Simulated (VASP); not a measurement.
# Sn2O (antifluorite type) (Fm-3m) in VASP: single point with PBE

Aim: the single point of Sn2O (antifluorite type) with PBE.

Program: VASP 6.6.1. These are calculated values, not measurements. Logs are shortened: lines on timing, memory, paths and dates and some standing lists are left out, and cuts for length are marked.

## Step 1: The cell of the first run

Symmetry: Fm-3m, No. 225, cubic system. The conventional cell has a = 6.415 Å, b = 6.415 Å, c = 6.415 Å, α = 90.00°, β = 90.00°, γ = 90.00°. Sn (site symmetry -43m) has 4 O at 2.78 Å and 6 Sn at 3.21 Å within 3.7 Å. O (site symmetry m-3m) has 8 Sn at 2.78 Å within 3.7 Å.

## Step 2: Single point, PBE

INCAR reads:

```
SYSTEM = Sn2O
PREC = Accurate
ENCUT = 520
EDIFF = 1E-6
ISMEAR = -1
SIGMA = 0.06122561905347299
LREAL = .False.
LASPH = .True.
NELM = 60
ALGO = Normal
ISIF = 2
LWAVE = .False.
LCHARG = .True.
GGA = PE
LELF = .True.
LVHAR = .True.
NBANDS = 24
```

KPOINTS reads:

```
regular mesh
0
Gamma
  30 30 30
  0 0 0
```

POSCAR reads:

```
Sn2O
1.0
    0.0000000000      3.2074078028      3.2074078028
    3.2074078028      0.0000000000      3.2074078028
    3.2074078028      3.2074078028      0.0000000000
Sn O
2 1
Direct
    0.2500000000      0.2500000000      0.2500000000
    0.7500000000      0.7500000000      0.7500000000
    0.0000000000      0.0000000000      0.0000000000
```

Potentials or basis: VASP PAW PBE potentials, release 64 (Sn_d, O).

The run is started by

```console
> cat potpaw_PBE.64/Sn_d/POTCAR potpaw_PBE.64/O/POTCAR > POTCAR
> mpirun -np 1 vasp_std > vasp.out
```

OUTCAR:

```text
SYSTEM = Sn2O
   PREC = Accurate
   ENCUT = 520
   EDIFF = 1E-6
   ISMEAR = -1
   LREAL = .False.
   LASPH = .True.
   NELM = 60
   ISIF = 2
   GGA = PE

 ion  position               nearest neighbor table
   1  0.250  0.250  0.250-   3 2.78   3 2.78   3 2.78   3 2.78   2 3.21   2 3.21   2 3.21   2 3.21
                             2 3.21   2 3.21
   2  0.750  0.750  0.750-   3 2.78   3 2.78   3 2.78   3 2.78   1 3.21   1 3.21   1 3.21   1 3.21
                             1 3.21   1 3.21
   3  0.000  0.000  0.000-   2 2.78   2 2.78   2 2.78   1 2.78   1 2.78   1 2.78   2 2.78   1 2.78

  LATTYP: Found a face centered cubic cell.
 ALAT       =     6.4148156056

  Lattice vectors:

 A1 = (   0.0000000000,   3.2074078028,   3.2074078028)
 A2 = (   3.2074078028,   0.0000000000,   3.2074078028)
 A3 = (   3.2074078028,   3.2074078028,   0.0000000000)

Analysis of symmetry for initial positions (statically):
=====================================================================
 Subroutine PRICEL returns:
 Original cell was already a primitive cell.

 Routine SETGRP: Setting up the symmetry group for a
 face centered cubic supercell.

 Subroutine GETGRP returns: Found 48 space group operations
 (whereof 48 operations were pure point group operations)
 out of a pool of 48 trial point group operations.

The static configuration has the point symmetry O_h .

Analysis of symmetry for dynamics (positions and initial velocities):
=====================================================================
 Subroutine PRICEL returns:
 Original cell was already a primitive cell.

 Routine SETGRP: Setting up the symmetry group for a
 face centered cubic supercell.

 Subroutine GETGRP returns: Found 48 space group operations
 (whereof 48 operations were pure point group operations)
 out of a pool of 48 trial point group operations.

The dynamic configuration has the point symmetry O_h .

 Subroutine INISYM returns: Found 48 space group operations
 (whereof 48 operations are pure point group operations),
 and found     1 'primitive' translations

----------------------------------------------------------------------------------------

                                     Primitive cell

  volume of cell :      65.9922

  direct lattice vectors                    reciprocal lattice vectors
     0.000000000  3.207407803  3.207407803    -0.155889126  0.155889126  0.155889126
     3.207407803  0.000000000  3.207407803     0.155889126 -0.155889126  0.155889126
     3.207407803  3.207407803  0.000000000     0.155889126  0.155889126 -0.155889126

  length of vectors
     4.535959615  4.535959615  4.535959615     0.270007887  0.270007887  0.270007887

  position of ions in fractional coordinates (direct lattice)
     0.250000000  0.250000000  0.250000000
     0.750000000  0.750000000  0.750000000
     0.000000000  0.000000000  0.000000000

  ion indices of the primitive-cell ions
   primitive index   ion index
                 1           1
                 2           2
                 3           3

----------------------------------------------------------------------------------------

 KPOINTS: regular mesh

Automatic generation of k-mesh.
 Grid dimensions read from file:
 generate k-points for:   30   30   30

 Generating k-lattice:

  Cartesian coordinates                     Fractional coordinates (reciprocal lattice)
    -0.005196304  0.005196304  0.005196304     0.033333333  0.000000000  0.000000000
     0.005196304 -0.005196304  0.005196304     0.000000000  0.033333333  0.000000000
     0.005196304  0.005196304 -0.005196304     0.000000000  0.000000000  0.033333333

  Length of vectors
     0.009000263  0.009000263  0.009000263

  Shift w.r.t. Gamma in fractional coordinates (k-lattice)
     0.000000000  0.000000000  0.000000000

 Subroutine IBZKPT returns following result:
 ===========================================

 Found    752 irreducible k-points:

 Following reciprocal coordinates:
            Coordinates               Weight
  0.000000  0.000000  0.000000      1.000000
  0.033333  0.000000  0.000000      8.000000
  0.066667  0.000000  0.000000      8.000000
  0.100000  0.000000  0.000000      8.000000
  0.133333  0.000000  0.000000      8.000000
  0.166667  0.000000  0.000000      8.000000
[... 16 lines left out ...]
  0.233333  0.033333  0.000000     24.000000
  0.266667  0.033333  0.000000     24.000000
 [... further k-points ...]
   k-points           NKPTS =    752   k-points in BZ     NKDIM =    752   number of bands    NBANDS=     24
   number of dos      NEDOS =    301   number of ions     NIONS =      3
   total plane-waves  NPLWV =  46656
   dimension x,y,z NGX =    36 NGY =   36 NGZ =   36
   dimension x,y,z NGXF=    72 NGYF=   72 NGZF=   72
   ions per type =               2   1
   NGX,Y,Z   is equivalent  to a cutoff of  13.19, 13.19, 13.19 a.u.
   NGXF,Y,Z  is equivalent  to a cutoff of  26.39, 26.39, 26.39 a.u.
 SYSTEM =  Sn2O
   PREC   = accura    normal or accurate (medium, high low for compatibility)
   ISTART =      0    job   : 0-new  1-cont  2-samecut
   ICHARG =      2    charge: 1-file 2-atom 10-const
   ISPIN  =      1    spin polarized calculation?
   LNONCOLLINEAR =      F non collinear calculations
   LSORBIT =      F    spin-orbit coupling
   LASPH  =      T    aspherical Exc in radial PAW
   ENCUT  =  520.0 eV  38.22 Ry    6.18 a.u.   8.43  8.43  8.43*2*pi/ulx,y,z
   NELM   =     60;   NELMIN=  2; NELMDL= -5     # of ELM steps
   EDIFF  = 0.1E-05   stopping-criterion for ELM
   LREAL  =      F    real-space projection
   EDIFFG = 0.1E-04   stopping-criterion for IOM
   NSW    =      0    number of steps for IOM
   IBRION =     -1    ionic relax: 0-MD 1-quasi-New 2-CG
   NFREE  =      0    steps in history (QN), initial steepest desc. (CG)
   ISIF   =      2    stress and relaxation
   ISYM   =      2    0-nonsym 1-usesym 2-fastsym
   POTIM  = 0.5000    time-step for ionic-motion
   TEBEG  =    0.0;   TEEND  =   0.0 temperature during run
   PSTRESS=    0.0 pullay stress
   NELECT =      34.0000    total number of electrons
   NUPDOWN=      -1.0000    fix difference up-down
   EMIN   =  10.00;   EMAX   =-10.00  energy-range for DOS
   EFERMI =   0.00;   METHOD = LEGACY
   ISMEAR =    -1;   SIGMA  =   0.06  broadening in eV -4-tet -1-fermi 0-gaus
   EFERMI_NEDOS =   21; number of points for ismear=-14 and -15
   IALGO  =     38    algorithm
   IMIX   =      4    mixing-type and parameters
     AMIX     =   0.40;   BMIX     =  1.00
     AMIX_MAG =   1.60;   BMIX_MAG =  1.00
  volume/ion in A,a.u.               =      22.00       148.45
  Fermi-wavevector in a.u.,A,eV,Ry     =   1.312412  2.480100 23.435029  1.722426
  Thomas-Fermi vector in A             =   2.442806
   LORBIT       =      0    0 simple, 1 ext, 2 COOP (PROOUT), +10 PAW based schemes
   GGA     = PE    functional components
   LHFCALC =     F    Hartree Fock is set to
   AEXX    =    0.0000 exact exchange contribution
   IVDW    =     0    specifies the selected vdW correction
   LEPSILON=     F    determine dielectric tensor
   LRPA    =     F    only Hartree local field effects (RPA)
 non-spin polarized calculation
  energy-cutoff  :      520.00
  volume of cell :       65.99
 maximum number of plane-waves:      1809
 NGX is ok and might be reduce to    36
   NGX = 17   NGY = 17   NGZ = 17

 number of electron      34.0000012 magnetization

 Free energy of the ion-electron system (eV)
  ---------------------------------------------------
  ext. energy  EPLUGINS =         0.00000000
  ---------------------------------------------------
  free energy    TOTEN  =       -12.60599870 eV

  energy without entropy =      -12.57644027  energy(sigma->0) =      -12.59121948

 E-fermi :   6.8568     XC(G=0): -10.1588

 val. band max:        6.8567649659   @ k =   0.3000   0.1333   0.0667
 cond. band min:       6.8578160001   @ k =  -0.3333   0.4000   0.0667
 fundamental gap:      0.0010510343
 Fermi energy:         6.8567701389

 k-point     1 :       0.0000    0.0000    0.0000
  band No.  band energies     occupation
      1     -15.1452      2.00000
      2     -15.1452      2.00000
      3     -15.0188      2.00000
      4     -15.0187      2.00000
      5     -15.0187      2.00000
      6     -14.8757      2.00000
[... 16 lines left out ...]
     23      14.4247      0.00000
     24      14.4247      0.00000

 k-point     2 :       0.0333    0.0000    0.0000
  band No.  band energies     occupation
      1     -15.1443      2.00000
      2     -15.1443      2.00000
      3     -15.0185      2.00000
      4     -15.0183      2.00000
      5     -15.0183      2.00000
      6     -14.8761      2.00000
[... 16 lines left out ...]
     23      14.4861      0.00000
     24      14.4861      0.00000

 k-point     3 :       0.0667    0.0000    0.0000
  band No.  band energies     occupation
      1     -15.1416      2.00000
      2     -15.1416      2.00000
      3     -15.0179      2.00000
      4     -15.0170      2.00000
      5     -15.0170      2.00000
      6     -14.8772      2.00000
[... 16 lines left out ...]
     23      14.6542      0.00000
     24      14.6542      0.00000

 k-point     4 :       0.1000    0.0000    0.0000
  band No.  band energies     occupation
      1     -15.1371      2.00000
      2     -15.1371      2.00000
      3     -15.0168      2.00000
      4     -15.0148      2.00000
      5     -15.0148      2.00000
      6     -14.8791      2.00000
[... 16 lines left out ...]
     23      14.8897      0.00000
     24      14.8898      0.00000

 k-point     5 :       0.1333    0.0000    0.0000
  band No.  band energies     occupation
      1     -15.1310      2.00000
      2     -15.1310      2.00000
      3     -15.0153      2.00000
      4     -15.0118      2.00000
      5     -15.0118      2.00000
      6     -14.8818      2.00000
[... 451 lines left out ...]
 k-point    22 :       0.2000    0.0333    0.0000
  band No.  band energies     occupation
      1     -15.1225      2.00000
      2     -15.1103      2.00000
      3     -15.0132      2.00000
      4     -15.0047      2.00000
      5     -15.0029      2.00000
      6     -14.8893      2.00000
[... 16 lines left out ...]
     23      14.7835      0.00000
     24      15.4896      0.00000

 k-point    23 :       0.2333    0.0333    0.0000
  band No.  band energies     occupation
      1     -15.1130      2.00000
      2     -15.0991      2.00000
      3     -15.0102      2.00000
      4     -14.9999      2.00000
      5     -14.9977      2.00000
      6     -14.8941      2.00000
[... 16 lines left out ...]
     23      14.7452      0.00000
     24      15.6913      0.00000

 k-point    24 :       0.2667    0.0333    0.0000
  band No.  band energies     occupation
      1     -15.1020      2.00000
      2     -15.0865      2.00000
      3     -15.0064      2.00000
      4     -14.9946      2.00000
      5     -14.9920      2.00000
      6     -14.8996      2.00000
[... 16 lines left out ...]
     23      14.7443      0.00000
     24      15.8224      0.00000

 [... further k-points ...]

------------------------ aborting loop because EDIFF is reached ----------------------------------------

  FORCE on cell =-STRESS in cart. coord.  units (eV):
  Direction    XX          YY          ZZ          XY          YZ          ZX
  --------------------------------------------------------------------------------------
  -------------------------------------------------------------------------------------
  Total       -0.9309772     -0.9309772     -0.9309772     -0.0000000     -0.0000000     -0.0000000
  in kB      -22.6025325    -22.6025325    -22.6025325     -0.0000000     -0.0000000     -0.0000000
  external PRESSURE =     -22.6025325 kB  Pullay stress =       0.0000000 kB

 VOLUME and BASIS-vectors are now :
 -----------------------------------------------------------------------------
  energy-cutoff  :      520.00
  volume of cell :       65.99
      direct lattice vectors                 reciprocal lattice vectors
     0.000000000  3.207407803  3.207407803    -0.155889126  0.155889126  0.155889126
     3.207407803  0.000000000  3.207407803     0.155889126 -0.155889126  0.155889126
     3.207407803  3.207407803  0.000000000     0.155889126  0.155889126 -0.155889126

 POSITION                                       TOTAL-FORCE (eV/Angst)
 -----------------------------------------------------------------------------------
      1.60370      1.60370      1.60370         0.000000      0.000000      0.000000
      4.81111      4.81111      4.81111        -0.000000     -0.000000     -0.000000
      0.00000      0.00000      0.00000        -0.000000      0.000000     -0.000000
 -----------------------------------------------------------------------------------
    total drift:                                0.000000      0.000000      0.000000

  FREE ENERGIE OF THE ION-ELECTRON SYSTEM (eV)
  ---------------------------------------------------
  free  energy   TOTEN  =       -12.6059986993 eV

  energy  without entropy=      -12.5764402702  energy(sigma->0) =      -12.59121948
```

Wall time 27 min (1 thread of Intel Xeon Platinum 8259CL at 2.50GHz (Skylake/Cascade Lake), shared host); peak memory 1 GiB.

What came out:

```
Free energy            : -12.6060 eV
Pressure               : -2.3 GPa
Band gap on the k mesh : zero (bands 17 and 18 overlap by 1.25 eV)
```

Caveat: spin-orbit coupling is left out, which moves the levels of the heavy elements.
